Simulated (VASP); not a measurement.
# SnO2 in VASP: settings compared

SnO2 is run at these levels: PBE, r2SCAN; tasks: single point, relaxation of cell and atoms.

Everything below comes from runs of VASP 6.6.1. Logs are shortened: lines on timing, memory, paths and dates and some standing lists are left out, and cuts for length are marked.

### Step 1. The cell of the first run

The structure is hexagonal, space group P6_3/mmc (No. 194). The conventional cell has a = 3.273 Å, b = 3.273 Å, c = 10.933 Å, α = 90.00°, β = 90.00°, γ = 120.00°. Sn (site symmetry -3m) has 6 O at 2.15 Å within 2.8 Å. Within 2.8 Å of O (site symmetry 3m) lie 3 Sn at 2.15 Å and 3 O at 2.79 Å.

### Step 2. Single point, PBE

File INCAR:

```
ALGO = Normal
EDIFF = 1E-7
ENCUT = 520
GGA = PE
ISIF = 2
ISMEAR = -1
LASPH = True
LCHARG = True
LELF = True
LREAL = False
LVHAR = True
LWAVE = False
NBANDS = 35
NELM = 100
PREC = Accurate
SIGMA = 0.05
```

File KPOINTS:

```
k-points
0
Gamma
  9 9 3
```

File POSCAR:

```
SnO2
1.0
    3.2730880659      0.0000000000      0.0000000000
   -1.6365440330      2.8345774139      0.0000000000
    0.0000000000      0.0000000000     10.9325593628
Sn O
2 4
Direct
    0.0000000000      0.0000000000      0.0000000000
    0.0000000000      0.0000000000      0.5000000000
    0.3333333333      0.6666666667      0.9058620000
    0.3333333333      0.6666666667      0.5941380000
    0.6666666667      0.3333333333      0.0941380000
    0.6666666667      0.3333333333      0.4058620000
```

Potentials or basis: VASP PAW PBE potentials, release 64 (Sn_d, O).

Command:

```bash
$ cat potpaw_PBE.64/Sn_d/POTCAR potpaw_PBE.64/O/POTCAR > POTCAR
$ mpirun -np 1 vasp_std > vasp.out
```

OUTCAR:

```text
EDIFF = 1E-7
   ENCUT = 520
   GGA = PE
   ISIF = 2
   ISMEAR = -1
   LASPH = True
   LREAL = False
   NELM = 100
   PREC = Accurate

 ion  position               nearest neighbor table
   1  0.000  0.000  0.000-   3 2.15   5 2.15   5 2.15   3 2.15   5 2.15   3 2.15
   2  0.000  0.000  0.500-   4 2.15   6 2.15   6 2.15   4 2.15   6 2.15   4 2.15
   3  0.333  0.667  0.906-   1 2.15   1 2.15   1 2.15
   4  0.333  0.667  0.594-   2 2.15   2 2.15   2 2.15
   5  0.667  0.333  0.094-   1 2.15   1 2.15   1 2.15
   6  0.667  0.333  0.406-   2 2.15   2 2.15   2 2.15

  LATTYP: Found a hexagonal cell.
 ALAT       =     3.2730880659
 C/A-ratio  =     3.3401360253

  Lattice vectors:

 A1 = (   3.2730880659,   0.0000000000,   0.0000000000)
 A2 = (  -1.6365440330,   2.8345774139,   0.0000000000)
 A3 = (   0.0000000000,   0.0000000000,  10.9325593628)

Analysis of symmetry for initial positions (statically):
=====================================================================
 Subroutine PRICEL returns:
 Original cell was already a primitive cell.

 Routine SETGRP: Setting up the symmetry group for a
 hexagonal supercell.

 Subroutine GETGRP returns: Found 24 space group operations
 (whereof 12 operations were pure point group operations)
 out of a pool of 24 trial point group operations.

The static configuration has the point symmetry D_3d.
 The point group associated with its full space group is D_6h.

Analysis of symmetry for dynamics (positions and initial velocities):
=====================================================================
 Subroutine PRICEL returns:
 Original cell was already a primitive cell.

 Routine SETGRP: Setting up the symmetry group for a
 hexagonal supercell.

 Subroutine GETGRP returns: Found 24 space group operations
 (whereof 12 operations were pure point group operations)
 out of a pool of 24 trial point group operations.

The dynamic configuration has the point symmetry D_3d.
 The point group associated with its full space group is D_6h.

 Subroutine INISYM returns: Found 24 space group operations
 (whereof 12 operations are pure point group operations),
 and found     1 'primitive' translations

----------------------------------------------------------------------------------------

                                     Primitive cell

  volume of cell :     101.4303

  direct lattice vectors                    reciprocal lattice vectors
     3.273088066  0.000000000  0.000000000     0.305521874  0.176393136  0.000000000
    -1.636544033  2.834577414  0.000000000     0.000000000  0.352786273  0.000000000
     0.000000000  0.000000000 10.932559363     0.000000000  0.000000000  0.091469890

  length of vectors
     3.273088066  3.273088066 10.932559363     0.352786273  0.352786273  0.091469890

  position of ions in fractional coordinates (direct lattice)
     0.000000000  0.000000000  0.000000000
     0.000000000  0.000000000  0.500000000
     0.333333333  0.666666667  0.905862000
     0.333333333  0.666666667  0.594138000
     0.666666667  0.333333333  0.094138000
     0.666666667  0.333333333  0.405862000

  ion indices of the primitive-cell ions
   primitive index   ion index
                 1           1
                 2           2
                 3           3
                 4           4
                 5           5
                 6           6

----------------------------------------------------------------------------------------

 KPOINTS: k-points

Automatic generation of k-mesh.
 Grid dimensions read from file:
 generate k-points for:    9    9    3

 Generating k-lattice:

  Cartesian coordinates                     Fractional coordinates (reciprocal lattice)
     0.033946875  0.019599237  0.000000000     0.111111111 -0.000000000  0.000000000
     0.000000000  0.039198475  0.000000000     0.000000000  0.111111111  0.000000000
     0.000000000  0.000000000  0.030489963     0.000000000  0.000000000  0.333333333

  Length of vectors
     0.039198475  0.039198475  0.030489963

  Shift w.r.t. Gamma in fractional coordinates (k-lattice)
     0.000000000  0.000000000  0.000000000

 Subroutine IBZKPT returns following result:
 ===========================================

 Found     24 irreducible k-points:

 Following reciprocal coordinates:
            Coordinates               Weight
  0.000000  0.000000  0.000000      1.000000
  0.111111  0.000000  0.000000      6.000000
  0.222222 -0.000000  0.000000      6.000000
  0.333333  0.000000  0.000000      6.000000
  0.444444 -0.000000  0.000000      6.000000
  0.111111  0.111111  0.000000      6.000000
[... 16 lines left out ...]
  0.333333  0.222222  0.333333     24.000000
  0.333333  0.333333  0.333333      4.000000
   k-points           NKPTS =     24   k-points in BZ     NKDIM =     24   number of bands    NBANDS=     35
   number of dos      NEDOS =    301   number of ions     NIONS =      6
   total plane-waves  NPLWV =  48384
   dimension x,y,z NGX =    24 NGY =   24 NGZ =   84
   dimension x,y,z NGXF=    48 NGYF=   48 NGZF=  168
   ions per type =               2   4
   NGX,Y,Z   is equivalent  to a cutoff of  12.19, 12.19, 12.77 a.u.
   NGXF,Y,Z  is equivalent  to a cutoff of  24.38, 24.38, 25.55 a.u.
 SYSTEM =  unknown system
   PREC   = accura    normal or accurate (medium, high low for compatibility)
   ISTART =      0    job   : 0-new  1-cont  2-samecut
   ICHARG =      2    charge: 1-file 2-atom 10-const
   ISPIN  =      1    spin polarized calculation?
   LNONCOLLINEAR =      F non collinear calculations
   LSORBIT =      F    spin-orbit coupling
   LASPH  =      T    aspherical Exc in radial PAW
   ENCUT  =  520.0 eV  38.22 Ry    6.18 a.u.   6.09  6.09 20.33*2*pi/ulx,y,z
   NELM   =    100;   NELMIN=  2; NELMDL= -5     # of ELM steps
   EDIFF  = 0.1E-06   stopping-criterion for ELM
   LREAL  =      F    real-space projection
   EDIFFG = 0.1E-05   stopping-criterion for IOM
   NSW    =      0    number of steps for IOM
   IBRION =     -1    ionic relax: 0-MD 1-quasi-New 2-CG
   NFREE  =      0    steps in history (QN), initial steepest desc. (CG)
   ISIF   =      2    stress and relaxation
   ISYM   =      2    0-nonsym 1-usesym 2-fastsym
   POTIM  = 0.5000    time-step for ionic-motion
   TEBEG  =    0.0;   TEEND  =   0.0 temperature during run
   PSTRESS=    0.0 pullay stress
   NELECT =      52.0000    total number of electrons
   NUPDOWN=      -1.0000    fix difference up-down
   EMIN   =  10.00;   EMAX   =-10.00  energy-range for DOS
   EFERMI =   0.00;   METHOD = LEGACY
   ISMEAR =    -1;   SIGMA  =   0.05  broadening in eV -4-tet -1-fermi 0-gaus
   EFERMI_NEDOS =   21; number of points for ismear=-14 and -15
   IALGO  =     38    algorithm
   IMIX   =      4    mixing-type and parameters
     AMIX     =   0.40;   BMIX     =  1.00
     AMIX_MAG =   1.60;   BMIX_MAG =  1.00
  volume/ion in A,a.u.               =      16.91       114.08
  Fermi-wavevector in a.u.,A,eV,Ry     =   1.310247  2.476009 23.357780  1.716748
  Thomas-Fermi vector in A             =   2.440791
   LORBIT       =      0    0 simple, 1 ext, 2 COOP (PROOUT), +10 PAW based schemes
   GGA     = PE    functional components
   LHFCALC =     F    Hartree Fock is set to
   AEXX    =    0.0000 exact exchange contribution
   IVDW    =     0    specifies the selected vdW correction
   LEPSILON=     F    determine dielectric tensor
   LRPA    =     F    only Hartree local field effects (RPA)
 non-spin polarized calculation
  energy-cutoff  :      520.00
  volume of cell :      101.43
 maximum number of plane-waves:      2778
   NGX = 13   NGY = 13   NGZ = 41

 number of electron      52.0000015 magnetization

 Free energy of the ion-electron system (eV)
  ---------------------------------------------------
  ext. energy  EPLUGINS =         0.00000000
  ---------------------------------------------------
  free energy    TOTEN  =       -36.29728566 eV

  energy without entropy =      -36.29728566  energy(sigma->0) =      -36.29728566

 E-fermi :   2.7832     XC(G=0):  -9.0146

 val. band max:        1.7647689495   @ k =   0.2222   0.2222   0.0000
 cond. band min:       3.6236846788   @ k =   0.0000   0.0000   0.0000
 fundamental gap:      1.8589157293
 Fermi energy:         2.7831885622

 k-point     1 :       0.0000    0.0000    0.0000
  band No.  band energies     occupation
      1     -18.2874      2.00000
      2     -18.2871      2.00000
      3     -18.1137      2.00000
      4     -18.1137      2.00000
      5     -18.1137      2.00000
      6     -18.1137      2.00000
[... 27 lines left out ...]
     34      12.4823      0.00000
     35      12.5225      0.00000

 k-point     2 :       0.1111    0.0000    0.0000
  band No.  band energies     occupation
      1     -18.2595      2.00000
      2     -18.2593      2.00000
      3     -18.1872      2.00000
      4     -18.1868      2.00000
      5     -18.0928      2.00000
      6     -18.0928      2.00000
[... 27 lines left out ...]
     34      12.5413      0.00000
     35      12.7190      0.00000

 k-point     3 :       0.2222   -0.0000    0.0000
  band No.  band energies     occupation
      1     -18.4196      2.00000
      2     -18.4184      2.00000
      3     -18.1493      2.00000
      4     -18.1490      2.00000
      5     -18.0560      2.00000
      6     -18.0559      2.00000
[... 27 lines left out ...]
     34      12.7093      0.00000
     35      13.2399      0.00000

 k-point     4 :       0.3333    0.0000    0.0000
  band No.  band energies     occupation
      1     -18.6327      2.00000
      2     -18.6310      2.00000
      3     -18.0970      2.00000
      4     -18.0968      2.00000
      5     -18.0474      2.00000
      6     -18.0473      2.00000
[... 27 lines left out ...]
     34      13.4505      0.00000
     35      13.7473      0.00000

 k-point     5 :       0.4444   -0.0000    0.0000
  band No.  band energies     occupation
      1     -18.7602      2.00000
      2     -18.7583      2.00000
      3     -18.0991      2.00000
      4     -18.0989      2.00000
      5     -18.0511      2.00000
      6     -18.0510      2.00000
[... 638 lines left out ...]
 k-point    22 :       0.2222    0.2222    0.3333
  band No.  band energies     occupation
      1     -18.5815      2.00000
      2     -18.5806      2.00000
      3     -18.2259      2.00000
      4     -18.2255      2.00000
      5     -18.0302      2.00000
      6     -18.0301      2.00000
[... 27 lines left out ...]
     34      12.8219      0.00000
     35      13.1282      0.00000

 k-point    23 :       0.3333    0.2222    0.3333
  band No.  band energies     occupation
      1     -18.6136      2.00000
      2     -18.6127      2.00000
      3     -18.2784      2.00000
      4     -18.2779      2.00000
      5     -18.0401      2.00000
      6     -18.0400      2.00000
[... 27 lines left out ...]
     34      12.4558      0.00000
     35      13.2166      0.00000

 k-point    24 :       0.3333    0.3333    0.3333
  band No.  band energies     occupation
      1     -18.4668      2.00000
      2     -18.4668      2.00000
      3     -18.4654      2.00000
      4     -18.4654      2.00000
      5     -17.9854      2.00000
      6     -17.9853      2.00000
[... 27 lines left out ...]
     34      11.5896      0.00000
     35      13.6237      0.00000

------------------------ aborting loop because EDIFF is reached ----------------------------------------

  FORCE on cell =-STRESS in cart. coord.  units (eV):
  Direction    XX          YY          ZZ          XY          YZ          ZX
  --------------------------------------------------------------------------------------
  -------------------------------------------------------------------------------------
  Total       -3.4655071     -3.4655071     -1.4505889      0.0000000      0.0000000      0.0000000
  in kB      -54.7405953    -54.7405953    -22.9132705      0.0000000      0.0000000      0.0000000
  external PRESSURE =     -44.1314871 kB  Pullay stress =       0.0000000 kB

 VOLUME and BASIS-vectors are now :
 -----------------------------------------------------------------------------
  energy-cutoff  :      520.00
  volume of cell :      101.43
      direct lattice vectors                 reciprocal lattice vectors
     3.273088066  0.000000000  0.000000000     0.305521874  0.176393136  0.000000000
    -1.636544033  2.834577414  0.000000000     0.000000000  0.352786273  0.000000000
     0.000000000  0.000000000 10.932559363     0.000000000  0.000000000  0.091469890

 POSITION                                       TOTAL-FORCE (eV/Angst)
 -----------------------------------------------------------------------------------
      0.00000      0.00000      0.00000        -0.000000      0.000000      0.000000
      0.00000      0.00000      5.46628        -0.000000      0.000000      0.000000
     -0.00000      1.88972      9.90339         0.000000     -0.000000      0.435140
     -0.00000      1.88972      6.49545         0.000000     -0.000000     -0.435140
      1.63654      0.94486      1.02917        -0.000000      0.000000     -0.435140
      1.63654      0.94486      4.43711        -0.000000      0.000000      0.435140
 -----------------------------------------------------------------------------------
    total drift:                               -0.000000      0.000000      0.000000

  FREE ENERGIE OF THE ION-ELECTRON SYSTEM (eV)
  ---------------------------------------------------
  free  energy   TOTEN  =       -36.2972856607 eV

  energy  without entropy=      -36.2972856597  energy(sigma->0) =      -36.29728566
```

Wall time 74 s (1 thread of Intel Xeon Platinum 8259CL at 2.50GHz (Skylake/Cascade Lake), shared host); peak memory 0.24 GiB.

What came out:

```yaml
Free_energy: -36.2973 eV
Pressure: -4.4 GPa
Largest_force: 0.435 eV/Å
Band_gap_on_the_k_mesh: 1.86 eV (least direct gap 2.20 eV)
```

Forces in eV/Å, atoms in the order of the input:
```
Sn   0.000  0.000  0.000
Sn   0.000  0.000  0.000
O    0.000  0.000  0.435
O    0.000  0.000 -0.435
O    0.000  0.000 -0.435
O    0.000  0.000  0.435
```

Caveat: the cell stands under tension; spin-orbit coupling is left out, which moves the levels of the heavy elements. A k mesh can miss the band edges.

[end of part 1 of 2]
